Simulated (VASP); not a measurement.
# Si (I4/mmm) in VASP: further runs

Runs on Si. Level: PBE+D3(BJ). Tasks: single point.

Everything below comes from runs of VASP 6.6.1. Logs are shortened: lines on timing, memory, paths and dates and some standing lists are left out, and cuts for length are marked.

## (1) The cell of the first run

Symmetry: I4/mmm, No. 139, tetragonal system. Conventional cell: a = 2.553 Å, b = 2.553 Å, c = 3.991 Å, α = 90.00°, β = 90.00°, γ = 90.00°. Within 3.4 Å of Si (site symmetry 4/mmm) lie 12 Si at 2.55 to 2.69 Å.

## (2) Single point, PBE+D3(BJ) (strain -0.050 along x and y, +0.050 along z)

The input, INCAR:

```
ALGO = Normal ; EDIFF = 1E-6
ENCUT = 520 ; GGA = PE
ISIF = 2 ; ISMEAR = 0
IVDW = 12 ; LASPH = T
LCHARG = F ; LREAL = F
LWAVE = F ; NBANDS = 8
NELM = 60 ; PREC = Accurate
SIGMA = 0.15
```

The input, KPOINTS:

```
k-points
0
Gamma
  28 28 28
```

The input, POSCAR:

```
Si
1.0
    0.0000000000      1.8054944207      1.9955464649
    1.8054944207      0.0000000000      1.9955464649
    1.8054944207      1.8054944207      0.0000000000
Si
1
Direct
    0.0000000000      0.0000000000      0.0000000000
```

Potentials or basis: VASP PAW PBE potentials, release 64 (Si).

The run is started by

```bash
$ cat potpaw_PBE.64/Si/POTCAR > POTCAR
$ mpirun -np 1 vasp_std > vasp.out
```

OUTCAR:

```text
EDIFF = 1E-6
   ENCUT = 520
   GGA = PE
   ISIF = 2
   ISMEAR = 0
   IVDW = 12
   LASPH = T
   LREAL = F
   NELM = 60
   PREC = Accurate
 IVDW          = 12

 ion  position               nearest neighbor table
   1  0.000  0.000  0.000-

  LATTYP: Found a body centered tetragonal cell.
 ALAT       =     2.5533546965
 C/A-ratio  =     1.5630781478

  Lattice vectors:

 A1 = (  -1.8054944207,   0.0000000000,   1.9955464649)
 A2 = (   1.8054944207,   0.0000000000,   1.9955464649)
 A3 = (   0.0000000000,   1.8054944207,  -1.9955464649)

Analysis of symmetry for initial positions (statically):
=====================================================================
 Subroutine PRICEL returns:
 Original cell was already a primitive cell.

 Routine SETGRP: Setting up the symmetry group for a
 body centered tetragonal supercell.

 Subroutine GETGRP returns: Found 16 space group operations
 (whereof 16 operations were pure point group operations)
 out of a pool of 16 trial point group operations.

The static configuration has the point symmetry D_4h.

Analysis of symmetry for dynamics (positions and initial velocities):
=====================================================================
 Subroutine PRICEL returns:
 Original cell was already a primitive cell.

 Routine SETGRP: Setting up the symmetry group for a
 body centered tetragonal supercell.

 Subroutine GETGRP returns: Found 16 space group operations
 (whereof 16 operations were pure point group operations)
 out of a pool of 16 trial point group operations.

The dynamic configuration has the point symmetry D_4h.

 Subroutine INISYM returns: Found 16 space group operations
 (whereof 16 operations are pure point group operations),
 and found     1 'primitive' translations

----------------------------------------------------------------------------------------

                                     Primitive cell

  volume of cell :      13.0102

  direct lattice vectors                    reciprocal lattice vectors
     0.000000000  1.805494421  1.995546465    -0.276932454  0.276932454  0.250557934
     1.805494421  0.000000000  1.995546465     0.276932454 -0.276932454  0.250557934
     1.805494421  1.805494421  0.000000000     0.276932454  0.276932454 -0.250557934

  length of vectors
     2.691099366  2.691099366  2.553354697     0.464932733  0.464932733  0.464932733

[... 79 lines left out ...]
   LREAL  =      F    real-space projection
   EDIFFG = 0.1E-04   stopping-criterion for IOM
   NSW    =      0    number of steps for IOM
   IBRION =     -1    ionic relax: 0-MD 1-quasi-New 2-CG
   NFREE  =      0    steps in history (QN), initial steepest desc. (CG)
   ISIF   =      2    stress and relaxation
   ISYM   =      2    0-nonsym 1-usesym 2-fastsym
   POTIM  = 0.5000    time-step for ionic-motion
   TEBEG  =    0.0;   TEEND  =   0.0 temperature during run
   PSTRESS=    0.0 pullay stress
   NELECT =       4.0000    total number of electrons
   NUPDOWN=      -1.0000    fix difference up-down
   EMIN   =  10.00;   EMAX   =-10.00  energy-range for DOS
   EFERMI =   0.00;   METHOD = LEGACY
   ISMEAR =     0;   SIGMA  =   0.15  broadening in eV -4-tet -1-fermi 0-gaus
   EFERMI_NEDOS =   21; number of points for ismear=-14 and -15
   IALGO  =     38    algorithm
   IMIX   =      4    mixing-type and parameters
     AMIX     =   0.40;   BMIX     =  1.00
     AMIX_MAG =   1.60;   BMIX_MAG =  1.00
  volume/ion in A,a.u.               =      13.01        87.80
  Fermi-wavevector in a.u.,A,eV,Ry     =   1.104927  2.088009 16.610848  1.220863
  Thomas-Fermi vector in A             =   2.241406
   LORBIT       =      0    0 simple, 1 ext, 2 COOP (PROOUT), +10 PAW based schemes
   GGA     = PE    functional components
   LHFCALC =     F    Hartree Fock is set to
   AEXX    =    0.0000 exact exchange contribution
   IVDW    =    12    specifies the selected vdW correction
   LEPSILON=     F    determine dielectric tensor
   LRPA    =     F    only Hartree local field effects (RPA)
 non-spin polarized calculation
 Gauss-broadening in eV      SIGMA  =   0.15
  energy-cutoff  :      520.00
  volume of cell :       13.01
 maximum number of plane-waves:       363
   NGX =  9   NGY =  9   NGZ =  9

 number of electron       4.0000000 magnetization

 Free energy of the ion-electron system (eV)
  ---------------------------------------------------
  ext. energy  EPLUGINS =         0.00000000
  ---------------------------------------------------
  free energy    TOTEN  =        -4.84376748 eV

  energy without entropy =       -4.83874972  energy(sigma->0) =       -4.84125860

 E-fermi :  11.6800     XC(G=0): -11.6286

 val. band max:       11.6785063866   @ k =  -0.4286   0.3214   0.2500
 cond. band min:      11.6815111901   @ k =   0.3214   0.0000   0.1071
 fundamental gap:      0.0030048035
 Fermi energy:        11.6800225880

 k-point     1 :       0.0000    0.0000    0.0000
  band No.  band energies     occupation
      1      -3.8402      2.00000
      2      23.1635      0.00000
      3      24.1269      0.00000
      4      24.1349      0.00000
      5      24.1349      0.00000
      6      24.6098      0.00000
      7      24.6098      0.00000
      8      28.5475      0.00000
[... 243 lines left out ...]
 k-point    24 :       0.3214    0.0357    0.0000
  band No.  band energies     occupation
      1      -0.8758      2.00000
      2      10.7546      2.00000
      3      20.2697      0.00000
      4      21.3562      0.00000
      5      22.0594      0.00000
      6      25.8697      0.00000
      7      27.3320      0.00000
      8      31.6966      0.00000

 [... further k-points ...]

------------------------ aborting loop because EDIFF is reached ----------------------------------------

 Edisp (eV)   -0.47832

 E8    (eV) :    -0.1957

  FORCE on cell =-STRESS in cart. coord.  units (eV):
  Direction    XX          YY          ZZ          XY          YZ          ZX
  --------------------------------------------------------------------------------------
  -------------------------------------------------------------------------------------
  Total       0.47198     0.47198     0.41650     0.00000     0.00000     0.00000
  in kB      58.12324    58.12324    51.29073     0.00000     0.00000     0.00000
  external pressure =       55.85 kB  Pullay stress =        0.00 kB

 VOLUME and BASIS-vectors are now :
 -----------------------------------------------------------------------------
  energy-cutoff  :      520.00
  volume of cell :       13.01
      direct lattice vectors                 reciprocal lattice vectors
     0.000000000  1.805494421  1.995546465    -0.276932454  0.276932454  0.250557934
     1.805494421  0.000000000  1.995546465     0.276932454 -0.276932454  0.250557934
     1.805494421  1.805494421  0.000000000     0.276932454  0.276932454 -0.250557934

 POSITION                                       TOTAL-FORCE (eV/Angst)
 -----------------------------------------------------------------------------------
      0.00000      0.00000      0.00000         0.000000     -0.000000     -0.000000
 -----------------------------------------------------------------------------------
    total drift:                                0.000000      0.000000     -0.000000

  FREE ENERGIE OF THE ION-ELECTRON SYSTEM (eV)
  ---------------------------------------------------
  free  energy   TOTEN  =        -5.3220894085 eV

  energy  without entropy=       -5.3170716414  energy(sigma->0) =       -5.31958052
```

OSZICAR:

```text
N       E                     dE             d eps       ncg     rms          rms(c)
DAV:   1    -0.247833257810E+01   -0.24783E+01   -0.18613E+03 29112   0.385E+02
DAV:   2    -0.485602557755E+01   -0.23777E+01   -0.22780E+01 39376   0.304E+01
DAV:   3    -0.486798988127E+01   -0.11964E-01   -0.11957E-01 29752   0.223E+00
DAV:   4    -0.486799969951E+01   -0.98182E-05   -0.98198E-05 43648   0.688E-02
DAV:   5    -0.486799970284E+01   -0.33324E-08   -0.18658E-08 29968   0.518E-04    0.328E+00
DAV:   6    -0.485278548567E+01    0.15214E-01   -0.36307E-03 29984   0.271E-01    0.182E+00
DAV:   7    -0.484381405064E+01    0.89714E-02   -0.75453E-03 31128   0.392E-01    0.150E-01
DAV:   8    -0.484376746192E+01    0.46589E-04   -0.26621E-05 40432   0.421E-02    0.121E-02
DAV:   9    -0.484376748376E+01   -0.21842E-07   -0.44357E-07 33744   0.374E-03
   1 F= -.53220894E+01 E0= -.53195805E+01  d E =-.501777E-02
```

stdout:

```text
POSCAR found type information on POSCAR Si
 POSCAR found :  1 types and       1 ions
 scaLAPACK will be used
 LDA part: xc-table for (Slater+PW92), standard interpolation
 POSCAR, INCAR and KPOINTS ok, starting setup
 FFT: planning ... GRIDC
 FFT: planning ... GRID_SOFT
 FFT: planning ... GRID
 WAVECAR not read
 entering main loop
```

It took 42 s on 1 thread of Intel Xeon 6975P-C (Granite Rapids), shared host; peak memory 0.25 GiB.

Results:

| Property | Result |
| --- | --- |
| Free energy | -5.3221 eV |
| Pressure | 5.6 GPa |
| Band gap on the k mesh | zero (band 2 reaches 23.16 eV, above the bottom of band 3 at 7.30 eV) |
| Dispersion energy per atom | -0.478 eV |

Stress tensor (GPa, compression positive):
```
5.81 0.00 0.00
0.00 5.81 0.00
0.00 0.00 5.13
```

Levels at points of the mesh, in eV from the Fermi level:
| k point | band 1 | band 2 | band 3 | band 4 | band 5 |
| --- | --- | --- | --- | --- | --- |
| (0.00, 0.00, 0.00) | -15.52 | 11.48 | 12.45 | 12.45 | 12.45 |
| (0.50, 0.00, 0.00) | -7.93 | -7.69 | 7.89 | 9.53 | 10.98 |
| (0.50, 0.50, 0.00) | -6.85 | -6.27 | 4.92 | 4.92 | 4.99 |
| (0.50, 0.00, 0.50) | -5.40 | -3.76 | 2.38 | 3.40 | 3.89 |

Caveat: the cell differs from its parent crystal (strain -0.050 along x and y, +0.050 along z); pairwise dispersion overbinds metals, which lowers pressure and volume.

## (3) Single point, PBE+D3(BJ) (strain +0.000 along x and y, -0.050 along z)

The input, INCAR:

```
  ALGO = Normal
  EDIFF = 1E-7
  ENCUT = 520
  GGA = PE
  ISIF = 2
  ISMEAR = 0
  IVDW = 12
  LASPH = T
  LCHARG = T
  LELF = T
  LREAL = F
  LVHAR = T
  LWAVE = F
  NBANDS = 8
  NELM = 60
  PREC = Accurate
  SIGMA = 0.15
```

KPOINTS is that of step 2.

The input, POSCAR:

```
Si
1.0
    0.0000000000      1.9005204428      1.8054944207
    1.9005204428      0.0000000000      1.8054944207
    1.9005204428      1.9005204428      0.0000000000
Si
1
Direct
    0.0000000000      0.0000000000      0.0000000000
```

Potentials or basis: VASP PAW PBE potentials, release 64 (Si).

The run is started by

```bash
$ cat potpaw_PBE.64/Si/POTCAR > POTCAR
$ mpirun -np 1 vasp_std > vasp.out
```

Run time: 41 s. Hardware: 1 thread of Intel Xeon 6975P-C (Granite Rapids), shared host; peak memory 0.25 GiB.

It converged, with:

```yaml
Free_energy: -5.3247 eV
Pressure: 4.7 GPa
Band_gap_on_the_k_mesh: zero (band 2 reaches 23.75 eV, above the bottom of band 3 at 7.97 eV)
Dispersion_energy_per_atom: -0.477 eV
```

Stress tensor (GPa, compression positive):
```
4.95 0.00 0.00
0.00 4.95 0.00
0.00 0.00 4.28
```

Levels at points of the mesh, in eV from the Fermi level:
```csv
k point,band 1,band 2,band 3,band 4,band 5
"(0.00, 0.00, 0.00)",-15.49,12.11,12.11,12.34,12.48
"(0.50, 0.00, 0.00)",-7.95,-7.68,8.86,10.07,10.48
"(0.50, 0.50, 0.00)",-5.36,-3.74,2.78,2.78,3.76
"(0.50, 0.00, 0.50)",-6.17,-5.05,3.62,4.11,4.42
```

Caveat: the cell differs from its parent crystal (strain +0.000 along x and y, -0.050 along z); pairwise dispersion overbinds metals, which lowers pressure and volume.

(Part 1 of 2 ends here.)
